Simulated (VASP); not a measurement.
Runs of VASP 6.6.1 on MgH2. The structure is that of space group Fm-3m (No. 225), or close to it. The cells are those of the table. 

```tsv
task	level	cell	k mesh	gap on the mesh (eV)	pressure (GPa)	relaxed volume (Å³/atom)
single point	PBE	a = 3.358 Å, angles 60.0°, 3 atoms	8 × 8 × 8	none	-0.1	-
single point	PBE+D3(BJ)	a = 3.312 Å, angles 60.0°, 3 atoms	12 × 12 × 12	none	-0.4	-
relaxation of cell and atoms	PBE+D3(BJ)	relaxed from a = 3.358 Å, angles 60.0°, 3 atoms	12 × 12 × 12	none	-0.1	8.53
single point	PBE	a = 3.200 Å, angles 60.0°, 3 atoms	8 × 8 × 8	none	11.1	-
relaxation of cell and atoms	PBE	relaxed from a = 3.200 Å, angles 60.0°, 3 atoms	8 × 8 × 8	none	-0.1	(a)
```

Alike in all rows: potentials or basis VASP PAW PBE potentials, release 64 (Mg, H); no spin polarisation; cutoff (eV) 600; smearing gaussian 0.1 eV.

Fill in the values left out.

(a) 8.92.

Caveats: the cell stands under pressure (at least some runs); the volume moved by over 15 % at a fixed basis, so the end points are rough (at least some runs).

A gap of «none» marks levels without a gap at the run's occupations.
